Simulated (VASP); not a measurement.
# ScAl14N16 (a cell with a defect) in VASP: a series of runs

The runs below take ScAl14N16 (a cell with a defect) through single point, with PBE.

All numbers are computed with VASP 6.6.1; they aren't measurements. Logs are shortened: lines on timing, memory, paths and dates and some standing lists are left out, and cuts for length are marked.

## Step 1: The cell of the first run

The cell holds a defect, 31 atoms: a = 7.627 Å, b = 7.627 Å, c = 7.627 Å, α = 109.47°, β = 109.47°, γ = 109.47°.

## Step 2: Single point, PBE, collinear spin

Contents of INCAR:

```
SYSTEM = ScAl14N16
PREC = Accurate
ENCUT = 520
EDIFF = 1E-7
ISMEAR = 0
SIGMA = 0.02
LREAL = Auto
LASPH = .True.
NELM = 150
ALGO = Normal
ISIF = 2
LWAVE = .False.
LCHARG = .True.
ISPIN = 2
MAGMOM = 0 0 0 0 0 0 0 0 0 0 0 0 0 0 0 0 -0.33 0 0 0 0 0 0.44 0 0 -0.33 0 0 0.52 0 0
LORBIT = 11
LMAXMIX = 4
GGA = PE
LELF = .True.
LVHAR = .True.
NBANDS = 92
```

Contents of KPOINTS:

```
Automatic mesh
0
Gamma
  2 2 2
  0.5 0.5 0.5
```

Contents of POSCAR:

```
ScAl14N16
1.0
   -4.4031742015     -4.4031742015      4.4031742015
    4.4031742015     -4.4031742015     -4.4031742015
    4.4031742015      4.4031742015      4.4031742015
Sc Al N
1 14 16
Direct
    0.2086259725      0.0000000000      0.8676450954
    0.4914467157      0.7423587736      0.7409996404
    0.2646605487      0.7366019039      0.0146312631
    0.0024807104      0.7537315918      0.2510078978
    0.7554872571      0.0000000000      0.2505917208
    0.4962739151      0.0000000000      0.5072712089
   -0.0105613582      0.2601551625      0.7368725041
    0.7560101753      0.5152694161      0.7567718985
    0.4991843155      0.4921353099     -0.0081527549
    0.2407406456      0.4847305381      0.2415023688
    0.0070490057      0.5078647579      0.4997120030
    0.7292834335      0.7398447917      0.4767173416
    0.7490881235      0.2576412942     -0.0013590196
    0.5280588261      0.2633981639      0.2780294269
    0.2487490728      0.2462683624      0.4972762602
    0.2505411890      0.7356856331      0.7599475621
    0.0174701242      0.7428436510      0.0042750977
    0.5007875907      0.4995673347      0.7470163227
    0.2481011311      0.4824695555     -0.0046173508
    0.0012202561      0.5004329602      0.2474491015
    0.7447316072      0.7444520362      0.2347747222
    0.4864661042      0.7405908444      0.4904163227
   -0.0445006241     -0.0000001136      0.6944779743
    0.7458754411      0.2594093369      0.7498256596
    0.5148559644      0.2643146618      0.0242620426
    0.2746259731      0.2571557354      0.2614306060
    0.0002794575      0.2555479180      0.4903227538
    0.7656317569      0.5175305122      0.5129133885
    0.7126506598      0.0000001136     -0.0074842599
    0.5065250426      0.0000000000      0.2565789924
    0.2456610732     -0.0000001136      0.4913941400
```

Potentials or basis: VASP PAW PBE potentials, release 64 (Sc_sv, Al, N).

Launch:

```console
$ cat potpaw_PBE.64/Sc_sv/POTCAR potpaw_PBE.64/Al/POTCAR potpaw_PBE.64/N/POTCAR > POTCAR
$ mpirun -np 1 vasp_std > vasp.out
```

OUTCAR:

```text
SYSTEM = ScAl14N16
   PREC = Accurate
   ENCUT = 520
   EDIFF = 1E-7
   ISMEAR = 0
   LREAL = Auto
   LASPH = .True.
   NELM = 150
   ISIF = 2
   ISPIN = 2
   LORBIT = 11
   GGA = PE

 ion  position               nearest neighbor table
   1  0.209  0.000  0.868-  23 1.94  16 2.08  25 2.08   3 2.69  14 2.69   7 3.19  12 3.19  11 3.25
                             9 3.25
   2  0.491  0.742  0.741-  29 1.87  16 1.88  18 1.89  22 1.89  11 3.02   6 3.06   8 3.06  15 3.09
                            10 3.11   9 3.12   3 3.12  12 3.13   5 3.17  13 3.21
   3  0.265  0.737  0.015-  19 1.85  17 1.88  30 1.91  16 1.91   1 2.69  10 2.98   7 2.99   9 2.99
                             5 3.06   6 3.07   4 3.11   2 3.12   8 3.18  11 3.21  14 3.28
   4  0.002  0.754  0.251-  31 1.86  17 1.90  21 1.90  20 1.92  15 3.07   5 3.07   6 3.08   8 3.08
                            11 3.08  13 3.09  12 3.11   3 3.11   9 3.14  10 3.16
   5  0.755  0.000  0.251-  27 1.88  21 1.88  29 1.88  30 1.91   7 3.03  12 3.03  14 3.06   3 3.06
                            15 3.07   4 3.07   9 3.16  11 3.16  13 3.17   2 3.17   6 3.21
   6  0.496  0.000  0.507-  31 1.87  22 1.91  24 1.91  30 1.94   2 3.06  13 3.06   3 3.07  14 3.07
                             4 3.08  15 3.08  12 3.08   7 3.08   8 3.21  10 3.21   5 3.21
   7  0.989  0.260  0.737-  23 1.81  24 1.89  19 1.90  27 1.90   3 2.99  11 3.02   5 3.03   8 3.04
                             6 3.08  15 3.11  13 3.13  10 3.15   9 3.18   1 3.19  12 3.24
   8  0.756  0.515  0.757-  18 1.88  17 1.88  28 1.89  24 1.91  14 2.98   7 3.04   2 3.06   9 3.07
                             4 3.08  13 3.11  12 3.15  15 3.16  11 3.16   3 3.18   6 3.21
   9  0.499  0.492  0.992-  25 1.87  21 1.88  18 1.89  19 1.90   3 2.99  13 3.02  12 3.02   8 3.07
                            15 3.08   2 3.12   4 3.14   5 3.16  10 3.16   7 3.18  14 3.21   1 3.25
  10  0.241  0.485  0.242-  20 1.88  26 1.88  19 1.89  22 1.91   3 2.98  12 3.04  13 3.06  11 3.07
                            15 3.08   2 3.11   7 3.15   4 3.16   9 3.16  14 3.18   6 3.21
  11  0.007  0.508  0.500-  16 1.87  27 1.88  20 1.89  28 1.90  14 2.99   2 3.02   7 3.02  10 3.07
                             4 3.08  13 3.12  15 3.14   5 3.16   8 3.16  12 3.18   3 3.21   1 3.25
  12  0.729  0.740  0.477-  23 1.81  22 1.89  28 1.90  21 1.90  14 2.99   9 3.02   5 3.03  10 3.04
                             6 3.08   4 3.11   2 3.13   8 3.15  11 3.18   1 3.19   7 3.24
  13  0.749  0.258  0.999-  29 1.87  25 1.88  20 1.89  24 1.89   9 3.02   6 3.06  10 3.06   4 3.09
                             8 3.11  11 3.12  14 3.12   7 3.13   5 3.17   2 3.21
  14  0.528  0.263  0.278-  28 1.85  26 1.88  30 1.91  25 1.91   1 2.69   8 2.98  12 2.99  11 2.99
                             5 3.06   6 3.07  15 3.11  13 3.12  10 3.18   9 3.21   3 3.28
  15  0.249  0.246  0.497-  31 1.86  26 1.90  27 1.90  18 1.92   4 3.07   5 3.07   6 3.08  10 3.08
                             9 3.08   2 3.09   7 3.11  14 3.11  11 3.14   8 3.16
  16  0.251  0.736  0.760-  11 1.87   2 1.88   3 1.91   1 2.08
  17  0.017  0.743  0.004-   3 1.88   8 1.88   4 1.90
  18  0.501  0.500  0.747-   8 1.88   9 1.89   2 1.89  15 1.92
  19  0.248  0.482  0.995-   3 1.85  10 1.89   7 1.90   9 1.90
  20  0.001  0.500  0.247-  10 1.88  11 1.89  13 1.89   4 1.92
  21  0.745  0.744  0.235-   5 1.88   9 1.88  12 1.90   4 1.90
  22  0.486  0.741  0.490-  12 1.89   2 1.89  10 1.91   6 1.91
  23  0.955  1.000  0.694-  12 1.81   7 1.81   1 1.94
  24  0.746  0.259  0.750-   7 1.89  13 1.89   8 1.91   6 1.91
  25  0.515  0.264  0.024-   9 1.87  13 1.88  14 1.91   1 2.08
  26  0.275  0.257  0.261-  14 1.88  10 1.88  15 1.90
  27  0.000  0.256  0.490-   5 1.88  11 1.88   7 1.90  15 1.90
  28  0.766  0.518  0.513-  14 1.85   8 1.89  12 1.90  11 1.90
  29  0.713  0.000  0.993-  13 1.87   2 1.87   5 1.88
  30  0.507  0.000  0.257-  14 1.91   3 1.91   5 1.91   6 1.94
  31  0.246  1.000  0.491-   4 1.86  15 1.86   6 1.87

  LATTYP: Found a body centered cubic cell.
 ALAT       =     8.8063484030

  Lattice vectors:

 A1 = (  -4.4031742015,  -4.4031742015,   4.4031742015)
 A2 = (   4.4031742015,  -4.4031742015,  -4.4031742015)
 A3 = (   4.4031742015,   4.4031742015,   4.4031742015)

Analysis of symmetry for initial positions (statically):
=====================================================================
 Subroutine PRICEL returns:
 Original cell was already a primitive cell.

 Routine SETGRP: Setting up the symmetry group for a
 body centered cubic supercell.

 Subroutine GETGRP returns: Found  2 space group operations
 (whereof  2 operations were pure point group operations)
 out of a pool of 48 trial point group operations.

The static configuration has the point symmetry C_1h.

Analysis of symmetry for dynamics (positions and initial velocities):
=====================================================================
 Subroutine PRICEL returns:
 Original cell was already a primitive cell.

 Routine SETGRP: Setting up the symmetry group for a
 body centered cubic supercell.

 Subroutine GETGRP returns: Found  2 space group operations
 (whereof  2 operations were pure point group operations)
 out of a pool of 48 trial point group operations.

The dynamic configuration has the point symmetry C_1h.

Analysis of structural, dynamic, and magnetic symmetry:
=====================================================================
 Subroutine PRICEL returns:
 Original cell was already a primitive cell.

 Routine SETGRP: Setting up the symmetry group for a
[... 152 lines left out ...]
   PSTRESS=    0.0 pullay stress
   NELECT =     133.0000    total number of electrons
   NUPDOWN=      -1.0000    fix difference up-down
   EMIN   =  10.00;   EMAX   =-10.00  energy-range for DOS
   EFERMI =   0.00;   METHOD = LEGACY
   ISMEAR =     0;   SIGMA  =   0.02  broadening in eV -4-tet -1-fermi 0-gaus
   EFERMI_NEDOS =   21; number of points for ismear=-14 and -15
   IALGO  =     38    algorithm
   IMIX   =      4    mixing-type and parameters
     AMIX     =   0.40;   BMIX     =  1.00
     AMIX_MAG =   1.60;   BMIX_MAG =  1.00
  volume/ion in A,a.u.               =      11.02        74.33
  Fermi-wavevector in a.u.,A,eV,Ry     =   1.195564  2.259288 19.447806  1.429373
  Thomas-Fermi vector in A             =   2.331526
   LORBIT       =     11    0 simple, 1 ext, 2 COOP (PROOUT), +10 PAW based schemes
   GGA     = PE    functional components
   LHFCALC =     F    Hartree Fock is set to
   AEXX    =    0.0000 exact exchange contribution
   IVDW    =     0    specifies the selected vdW correction
   LEPSILON=     F    determine dielectric tensor
   LRPA    =     F    only Hartree local field effects (RPA)
 spin polarized calculation
 Gauss-broadening in eV      SIGMA  =   0.02
  energy-cutoff  :      520.00
  volume of cell :      341.47
 maximum number of plane-waves:      9184
 NGX is ok and might be reduce to    60
   NGX = 29   NGY = 29   NGZ = 29

 number of electron     133.0000000 magnetization       0.3000000

 number of electron     132.9999995 magnetization      -1.0000029

 Free energy of the ion-electron system (eV)
  ---------------------------------------------------
  ext. energy  EPLUGINS =         0.00000000
  ---------------------------------------------------
  free energy    TOTEN  =      -225.89715581 eV

  energy without entropy =     -225.89715581  energy(sigma->0) =     -225.89715581

 E-fermi :   5.5923     XC(G=0): -10.6897

 val. band max:        5.5068402852   @ k =   0.2500   0.2500   0.2500
 cond. band min:       5.6809751115   @ k =  -0.2500   0.2500   0.2500
 fundamental gap:      0.1741348263
 Fermi energy:         5.5922930993

 spin component 1

 k-point     1 :       0.2500    0.2500    0.2500
  band No.  band energies     occupation
      1     -42.0449      1.00000
      2     -20.8841      1.00000
      3     -20.8068      1.00000
      4     -20.7013      1.00000
      5      -9.0414      1.00000
      6      -9.0190      1.00000
[... 232 lines left out ...]
     77      11.2384      0.00000
     78      11.7535      0.00000
 Fermi energy:         5.5922930993

 spin component 2

 k-point     1 :       0.2500    0.2500    0.2500
  band No.  band energies     occupation
      1     -42.0547      1.00000
      2     -20.8995      1.00000
      3     -20.8191      1.00000
      4     -20.6988      1.00000
      5      -9.0867      1.00000
      6      -9.0748      1.00000
[... 232 lines left out ...]
     77      11.2399      0.00000
     78      11.6968      0.00000
 [bands above 78 left out]

------------------------ aborting loop because EDIFF is reached ----------------------------------------

  FORCE on cell =-STRESS in cart. coord.  units (eV):
  Direction    XX          YY          ZZ          XY          YZ          ZX
  --------------------------------------------------------------------------------------
  -------------------------------------------------------------------------------------
  Total        6.3514228      6.3514228     17.8229608     -5.8177098     -1.2860303     -1.2860754
  in kB       29.8005315     29.8005315     83.6243662    -27.2963792     -6.0339845     -6.0341960
  external PRESSURE =      47.7418097 kB  Pullay stress =       0.0000000 kB

 VOLUME and BASIS-vectors are now :
 -----------------------------------------------------------------------------
  energy-cutoff  :      520.00
  volume of cell :      341.47
      direct lattice vectors                 reciprocal lattice vectors
    -4.403174201 -4.403174201  4.403174201     0.000000000 -0.113554444  0.113554444
     4.403174201 -4.403174201 -4.403174201     0.113554444 -0.113554444  0.000000000
     4.403174201  4.403174201  4.403174201     0.113554444  0.000000000  0.113554444

 POSITION                                       TOTAL-FORCE (eV/Angst)
 -----------------------------------------------------------------------------------
      2.90178      2.90178      4.73901         0.001813      0.001813      0.115142
      4.36756     -2.16991      2.15794         0.024309     -0.024295      0.016244
      2.14246     -4.34431     -2.01362         0.018538     -0.046179     -0.013726
      4.41312     -2.22450     -2.20266         0.025768     -0.020827      0.002889
     -2.22314     -2.22314      4.42994        -0.026499     -0.026499     -0.045143
      0.04842      0.04842      4.41878         0.000661      0.000661     -0.007521
[... 23 lines left out ...]
     -1.10056     -1.10056      3.36008         0.018395      0.018395      0.016901
      5.48518     -3.32117     -1.15779         0.036088      0.036088      0.018873
 -----------------------------------------------------------------------------------
    total drift:                               -0.009951     -0.010168     -0.003060

  FREE ENERGIE OF THE ION-ELECTRON SYSTEM (eV)
  ---------------------------------------------------
  free  energy   TOTEN  =      -225.8971558121 eV

  energy  without entropy=     -225.8971558120  energy(sigma->0) =     -225.89715581

 total charge

# of ion       s       p       d       tot
------------------------------------------
    1        2.241   6.233   1.225   9.699
    2        0.370   0.448   0.000   0.819
    3        0.378   0.462   0.000   0.840
    4        0.369   0.441   0.000   0.810
    5        0.371   0.444   0.000   0.815
    6        0.367   0.428   0.000   0.795
[... 23 lines left out ...]
   30        1.227   2.600   0.000   3.827
   31        1.242   2.523   0.000   3.765
--------------------------------------------------
tot         27.213  53.854   1.225  82.292

 magnetization (x)

# of ion       s       p       d       tot
------------------------------------------
    1        0.001  -0.003  -0.010  -0.012
    2        0.002   0.003   0.000   0.005
    3        0.001   0.000   0.000   0.001
    4        0.000   0.001   0.000   0.001
    5        0.002   0.004   0.000   0.006
    6       -0.001  -0.003   0.000  -0.004
[... 23 lines left out ...]
   30        0.000  -0.011   0.000  -0.011
   31        0.011   0.200   0.000   0.211
--------------------------------------------------
tot         -0.018  -0.645  -0.010  -0.672
```

Wall time 9 min (1 thread of Intel Xeon Platinum 8488C (Sapphire Rapids), shared host); peak memory 0.72 GiB.

What came out:

```yaml
Free_energy: -225.8972 eV
Pressure: 4.8 GPa
Largest_force: 0.166 eV/Å
Band_gap_on_the_k_mesh: 0.17 eV
Net_moment: -1.00 μB per cell
Site_moments: Sc -0.01; Al +0.01, +0.00, -0.00 (each value once); N -0.03, -0.26, -0.02, +0.01, -0.01, +0.26, -0.46, +0.21 (each value once) μB
Valence_electrons_inside_the_program's_atomic_spheres: Sc 9.70; Al 0.82, 0.84, 0.81, 0.80, 0.83 (each value once); N 3.84, 3.74, 3.85, 3.87, 3.86, 3.80, 3.73, 3.83, 3.77 (each value once)
```

Forces in eV/Å, atoms in the order of the input:
```
Sc   0.002  0.002  0.115
Al   0.024 -0.024  0.016
Al   0.019 -0.046 -0.014
Al   0.026 -0.021  0.003
Al  -0.026 -0.026 -0.045
Al   0.001  0.001 -0.008
Al   0.026 -0.022 -0.011
Al  -0.013  0.008  0.011
Al   0.002  0.002  0.011
Al   0.008 -0.013  0.011
Al   0.002  0.002  0.011
Al  -0.022  0.026 -0.011
Al  -0.024  0.024  0.016
Al  -0.046  0.019 -0.014
Al  -0.021  0.026  0.003
N   -0.056  0.032  0.003
N   -0.003  0.047 -0.033
N   -0.011  0.003 -0.006
N    0.009  0.021 -0.010
N    0.003 -0.011 -0.006
N   -0.004  0.009  0.008
N    0.007 -0.008  0.013
N   -0.029 -0.029 -0.161
N   -0.008  0.007  0.013
N    0.032 -0.056  0.003
N    0.047 -0.003 -0.033
N    0.009 -0.004  0.008
N    0.021  0.009 -0.010
N   -0.029 -0.029  0.082
N    0.018  0.018  0.017
N    0.036  0.036  0.019
```

Levels at points of the mesh, in eV from the valence-band top:
Spin up:
```tsv
k point	band 63	band 64	band 65	band 66	band 67	band 68	band 69	band 70
(0.25, 0.25, 0.25)	-0.58	-0.46	-0.43	0.00	0.31	0.73	4.06	4.28
```
Spin down:
```tsv
k point	band 63	band 64	band 65	band 66	band 67	band 68	band 69	band 70	band 71	band 72
(0.25, 0.25, 0.25)	-0.61	-0.51	-0.41	-0.40	-0.23	0.59	4.03	4.33	4.50	4.98
```

Caveat: semilocal functionals underestimate gaps, and a narrow one can read as zero.

## Step 3: Single point, PBE, collinear spin

Contents of INCAR:

```
PREC = Accurate
ENCUT = 520
EDIFF = 1E-6
ISMEAR = 0
SIGMA = 0.02
LREAL = Auto
LASPH = True
NELM = 150
ALGO = Normal
ISIF = 2
LWAVE = False
LCHARG = False
ISPIN = 2
MAGMOM = 0 0 0 0 0 0 0 0 0 0 0 0 0 0 0 0 -0.33 0 0 0 0 0 0.44 0 0 -0.33 0 0 0.52 0 0
LORBIT = 11
LMAXMIX = 4
GGA = PE
NBANDS = 92
```

KPOINTS is that of step 2.

Contents of POSCAR:

```
ScAl14N16
1.0
   -4.4031742015     -4.4031742015      4.4031742015
    4.4031742015     -4.4031742015     -4.4031742015
    4.4031742015      4.4031742015      4.4031742015
Sc Al N
1 14 16
Direct
    0.0804364042     -0.0000002271      0.9707788755
    0.5037358048      0.7561274771      0.7545198868
    0.2644080036      0.7407821837      0.0134213404
   -0.0068380215      0.7421188330      0.2434149663
    0.7583491698     -0.0000001136      0.2448622177
    0.5023722430     -0.0000001136      0.5048869062
   -0.0105105994      0.2636723979      0.7395386489
    0.7492300665      0.5056967765      0.7558071400
    0.4924407713      0.4866952571     -0.0088142095
    0.2435332901      0.4943031778      0.2501103635
    0.0057468769      0.5133056056      0.5044918503
    0.7258169570      0.7363274428      0.4758663646
    0.7476093040      0.2438722501     -0.0016077038
    0.5236258877      0.2592176570      0.2726402466
    0.2510430997      0.2578813483      0.5012963147
    0.2537036803      0.7388584578      0.7636036746
    0.0092393574      0.7326801876      0.0005493764
    0.4987226032      0.5014307631      0.7519499226
    0.2468113798      0.4855056607     -0.0011079507
   -0.0027075922      0.4985696453      0.2505199544
    0.7423520738      0.7406588635      0.2362626261
    0.4871649183      0.7452750788      0.4959008888
   -0.0562876890     -0.0000002271      0.6995309200
    0.7418900208      0.2547247619      0.7506254236
    0.5148455174      0.2611417235      0.0247455574
    0.2765588969      0.2673197666      0.2678695973
    0.0016933239      0.2593414314      0.4956039439
    0.7613064682      0.5144946342      0.5133872512
    0.7522998974     -0.0000004542     -0.0044276013
    0.5088647184     -0.0000004542      0.2565376586
    0.2450431100      0.0000000000      0.4647353038
```

Potentials or basis: VASP PAW PBE potentials, release 64 (Sc_sv, Al, N).

Launch:

```console
$ cat potpaw_PBE.64/Sc_sv/POTCAR potpaw_PBE.64/Al/POTCAR potpaw_PBE.64/N/POTCAR > POTCAR
$ mpirun -np 1 vasp_std > vasp.out
```

Wall time 16 min (1 thread of Oxide Virtual Turin-like, shared host); peak memory 0.69 GiB.

It converged, with:

```yaml
Free_energy: -225.6917 eV
Pressure: 4.9 GPa
Largest_force: 0.946 eV/Å
Net_moment: 0.87 μB per cell
Site_moments: Sc +0.01; Al -0.00, +0.00, -0.01 (each value once); N +0.00, +0.01, -0.00, +0.03, +0.40, +0.07 (each value once) μB
Valence_electrons_inside_the_program's_atomic_spheres: Sc 9.71; Al 0.81, 0.83, 0.82, 0.79 (each value once); N 3.74, 3.85, 3.86, 3.78, 3.83, 3.73 (each value once)
```

Forces on the atoms (eV/Å):
```
Sc   0.655  0.655 -0.192
Al   0.075  0.034 -0.034
Al  -0.076 -0.210 -0.173
Al   0.206 -0.027  0.199
Al  -0.071 -0.071 -0.038
Al   0.161  0.161 -0.177
Al  -0.037 -0.080 -0.017
Al  -0.084  0.146 -0.067
Al  -0.107  0.062  0.066
Al   0.146 -0.084 -0.067
Al   0.062 -0.107  0.066
Al  -0.080 -0.037 -0.017
Al   0.034  0.075 -0.034
Al  -0.210 -0.076 -0.173
Al  -0.027  0.206  0.199
N   -0.139  0.087  0.147
N   -0.131  0.171 -0.006
N   -0.049 -0.062  0.057
N    0.023  0.065  0.022
N   -0.062 -0.049  0.057
N    0.046 -0.070 -0.063
N   -0.054 -0.095  0.063
N   -0.108 -0.108 -0.119
N   -0.095 -0.054  0.063
N    0.087 -0.139  0.147
N    0.171 -0.131 -0.006
N   -0.070  0.046 -0.063
N    0.065  0.023  0.022
N   -0.258 -0.258  0.267
N   -0.044 -0.044 -0.009
N   -0.030 -0.030 -0.120
```

Stress tensor (GPa, compression positive):
```
 3.56 -2.71  1.10
-2.71  3.56  1.10
 1.10  1.10  7.69
```

Levels at points of the mesh, in eV from the Fermi level:
Spin up:
| k point | band 63 | band 64 | band 65 | band 66 | band 67 | band 68 | band 69 | band 70 | band 71 | band 72 |
| --- | --- | --- | --- | --- | --- | --- | --- | --- | --- | --- |
| (0.25, 0.25, 0.25) | -0.73 | -0.65 | -0.56 | -0.22 | 0.01 | 0.02 | 3.87 | 3.92 | 4.44 | 4.85 |
Spin down:
```
           k point  band 63  band 64  band 65  band 66  band 67  band 68  band 69  band 70
(0.25, 0.25, 0.25)    -0.62    -0.59    -0.39     0.00     0.02     0.54     3.87     3.99
```

Caveat: the k points lie up to 0.50 Å⁻¹ apart.
